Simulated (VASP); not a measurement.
A run of VASP 6.6.1 is set up as follows.

The input INCAR:

```
  PREC = Accurate
  ENCUT = 1000
  EDIFF = 1E-8
  ISMEAR = -1
  SIGMA = 0.02
  LREAL = Auto
  LASPH = True
  NELM = 120
  ALGO = Normal
  ISIF = 2
  LWAVE = False
  LCHARG = False
  GGA = CA
  LEFG = True
  NBANDS = 52
  GGA_COMPAT = False
```

File KPOINTS:

```
regular mesh
0
Gamma
  3 3 5
```

File POSCAR:

```
SrH12Br2O6
1.0
    8.2040000000      0.0000000000      0.0000000000
   -4.1020000000      7.1048724126      0.0000000000
    0.0000000000      0.0000000000      4.1590000000
Sr H Br O
1 12 2 6
Direct
    0.0000000000      0.0000000000      0.0000000000
    0.0958604894      0.4331783092      0.9056337415
    0.5668216908      0.6626821802      0.9056337415
    0.3373178198      0.9041395106      0.9056337415
    0.4331783092      0.0958604894      0.0943662585
    0.6626821802      0.5668216908      0.0943662585
    0.9041395106      0.3373178198      0.0943662585
    0.3446714694      0.2356021041      0.5135799596
    0.7643978959      0.1090693653      0.5135799596
    0.8909306347      0.6553285306      0.5135799596
    0.2356021041      0.3446714694      0.4864200404
    0.1090693653      0.7643978959      0.4864200404
    0.6553285306      0.8909306347      0.4864200404
    0.3333333333      0.6666666667      0.5847148165
    0.6666666667      0.3333333333      0.4152851835
    0.7838876809      0.0000000000      0.5000000000
    0.0000000000      0.7838876809      0.5000000000
    0.2161123191      0.2161123191      0.5000000000
    0.3132492948      0.0000000000      0.0000000000
    0.0000000000      0.3132492948      0.0000000000
    0.6867507052      0.6867507052      0.0000000000
```

Potentials or basis: VASP PAW LDA potentials, release 64 (Sr_sv, H_h, Br, O_h).

Launch:

```console
$ cat potpaw_LDA.64/Sr_sv/POTCAR potpaw_LDA.64/H_h/POTCAR potpaw_LDA.64/Br/POTCAR potpaw_LDA.64/O_h/POTCAR > POTCAR
$ mpirun -np 1 vasp_std > vasp.out
```

Estimate the pressure.

-1.9 GPa.

What does it give for the band gap on the k mesh?

3.93 eV.

What does it give for the largest force?

0.442 eV/Å.

Forces on the atoms (eV/Å):
```
Sr   0.000  0.000  0.000
H    0.170  0.253 -0.163
H   -0.304  0.020 -0.163
H    0.135 -0.274 -0.163
H    0.135  0.274  0.163
H    0.170 -0.253  0.163
H   -0.304 -0.020  0.163
H    0.343 -0.040  0.025
H   -0.137  0.317  0.025
H   -0.206 -0.277  0.025
H   -0.206  0.277 -0.025
H    0.343  0.040 -0.025
H   -0.137 -0.317 -0.025
Br   0.000  0.000  0.064
Br   0.000  0.000 -0.064
O    0.442  0.000  0.000
O   -0.221  0.383  0.000
O   -0.221 -0.383  0.000
O   -0.439  0.000  0.000
O    0.220 -0.381  0.000
O    0.220  0.381  0.000
```

Caveat: without QUAD_EFG the Cq values of the log hold for a quadrupole moment of 1 mb, not for the nuclei.
